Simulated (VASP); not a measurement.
## S: single point with LDA

The system is S.

```xyz
1
Lattice="0.0000 1.8063 1.8063 1.8063 0.0000 1.8063 1.8063 1.8063 0.0000" Properties=species:S:1:pos:R:3 pbc="T T T"
S     0.0000    0.0000    0.0000
```

This cell differs from its parent crystal: volume scaled by 0.8.

| Item | Value |
| --- | --- |
| Program | VASP 6.6.1 |
| Task | single point |
| Functional | LDA |
| Potentials or basis | VASP PAW LDA potentials, release 64 (S) |
| Cutoff | 520 eV |
| k mesh | 16 × 16 × 16 |
| Occupations | fermi-dirac, width 0.08 eV |
| Spin | no spin polarisation |

The pressure is 34.9 GPa and the band gap on the k mesh is zero (band 3 reaches 17.30 eV, above the bottom of band 4 at 8.04 eV).

Levels at points of the mesh, in eV from the Fermi level:
```
           k point  band 1  band 2  band 3  band 4  band 5  band 6
(0.00, 0.00, 0.00)  -20.18    5.03    5.03    5.03   12.17   12.17
(0.50, 0.00, 0.00)  -13.92  -10.44    3.03    3.03   10.71   11.16
(0.50, 0.50, 0.00)  -11.16   -9.02   -1.15   -1.15    4.31    4.62
```

Run time: 7.2 s on 1 thread of Intel Xeon 6975P-C, on a shared host, peak memory 0.12 GiB.
